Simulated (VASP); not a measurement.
Input of a VASP 6.6.1 run:

The input POSCAR:

```
TaN
1.0
    5.0570485638      0.0000000000      0.0000000000
   -2.5285242819      4.3795325244      0.0000000000
    0.0000000000      0.0000000000      2.8452100967
Ta N
3 3
Direct
    0.3333333333      0.6666666667      0.5000000000
    0.6666666667      0.3333333333      0.5000000000
    0.0000000000      0.0000000000      0.0000000000
    0.3956796395      0.0000000000      0.0000000000
    0.6043203605      0.6043203605      0.0000000000
    0.0000000000      0.3956796395      0.0000000000
```

File INCAR.step1:

```
PREC = Accurate
ENCUT = 520
ISMEAR = 0
SIGMA = 0.1
LREAL = False
LASPH = True
NELM = 100
NBANDS = 33
GGA = PE
ALGO = Normal
EDIFF = 1E-4
LWAVE = True
LCHARG = False
```

Contents of INCAR.step2:

```
PREC = Accurate
ENCUT = 520
EDIFF = 1E-7
ISMEAR = 0
SIGMA = 0.1
LREAL = False
LASPH = True
NELM = 100
ALGO = Normal
ISIF = 2
LWAVE = False
LCHARG = True
METAGGA = R2SCAN
LMIXTAU = True
LELF = True
LVHAR = True
NBANDS = 33
ISTART = 1
```

File KPOINTS:

```
regular mesh
0
Gamma
  12 12 12
```

Potentials or basis: VASP PAW PBE potentials, release 64 (Ta_pv, N).

Launch:

```bash
$ cat potpaw_PBE.64/Ta_pv/POTCAR potpaw_PBE.64/N/POTCAR > POTCAR
$ cp INCAR.step1 INCAR
$ mpirun -np 1 vasp_std > vasp.out
$ cp INCAR.step2 INCAR
$ mpirun -np 1 vasp_std > vasp.out
```

What does it give for the band gap on the k mesh?

Zero (band 24 reaches 11.27 eV, above the bottom of band 25 at 7.74 eV).

What does it give for the pressure?

32.3 GPa.

What does it give for the largest force?

0.014 eV/Å.

Forces in eV/Å, atoms in the order of the input:
```
Ta   0.000  0.000  0.000
Ta   0.000  0.000  0.000
Ta   0.000  0.000  0.000
N    0.014  0.000  0.000
N   -0.007 -0.012  0.000
N   -0.007  0.012  0.000
```

Caveat: the PAW data sets were made with another functional, which shifts forces and pressure a little; spin-orbit coupling is left out, which moves the levels of the heavy elements.
